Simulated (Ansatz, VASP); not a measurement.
**One calculation of Rh, two programs**

```
Rh
1.0
     0.00000    1.89155    1.89155
     1.89155    0.00000    1.89155
     1.89155    1.89155    0.00000
Rh
1
Direct
  0.00000 0.00000 0.00000
```

Alike in both runs: functional PBEsol; k mesh 8 × 8 × 8; occupations gaussian, width 0.1 eV; no spin polarisation.

Ansatz relaxed the structure, and its values are those at the end. VASP's run is a single point on that final structure, the one shown.

|  | VASP | Ansatz |
| --- | --- | --- |
| version | VASP 6.6.1 | Ansatz 0.2.0 |
| potentials or method | VASP PAW PBE potentials, release 64 (Rh_pv), cutoff 520 eV | scalar-relativistic, plane waves, PAW |
| valence electrons in the cell | 15 | 17 |

Ansatz gave:

| Item | Value |
| --- | --- |
| gap on the k mesh at the Fermi level (eV) | none |
| pressure (GPa) | 0.2 |

Q: Estimate VASP's values.

A: gap on the k mesh at the Fermi level (eV): none; pressure (GPa): 0.1.

VASP's potentials were made for PBE, not for PBEsol. A gap of «none» marks a metal or a gap that the smearing closes. The functional is the same, so the differences come from potentials, cutoffs and numerics. VASP's potentials hold 15 valence electrons a cell and Ansatz's 17, so a difference there can come from the potentials and not from the codes.
